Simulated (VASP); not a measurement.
Here is a VASP 6.6.1 calculation.

File INCAR:

```
SYSTEM = GaGe3
  ALGO = Normal
  EDIFF = 1E-6
  ENCUT = 520
  GGA = PS
  ISIF = 2
  ISMEAR = -1
  LASPH = .True.
  LCHARG = .False.
  LREAL = .False.
  LWAVE = .False.
  NBANDS = 36
  NELM = 60
  PREC = Accurate
  SIGMA = 0.05
```

File KPOINTS:

```
k-points
0
Gamma
  6 6 6
  0 0 0
```

POSCAR

```
GaGe3
1.0
    4.1962690382      0.0000000000      0.0000000000
    0.0000000000      4.1962690382      0.0000000000
    0.0000000000      0.0000000000      4.1962690382
Ge Ga
3 1
Direct
    0.5000000000      0.5000000000      0.0000000000
    0.5000000000      0.0000000000      0.5000000000
    0.0000000000      0.5000000000      0.5000000000
    0.0000000000      0.0000000000      0.0000000000
```

Potentials or basis: VASP PAW PBE potentials, release 64 (Ge_d, Ga_d).

Launch:

```sh
$ cat potpaw_PBE.64/Ge_d/POTCAR potpaw_PBE.64/Ga_d/POTCAR > POTCAR
$ mpirun -np 1 vasp_std > vasp.out
```

(1) Estimate the pressure.

Answers

(1) 0.0 GPa.

Caveat: the PAW data sets were made with another functional, which shifts forces and pressure a little.
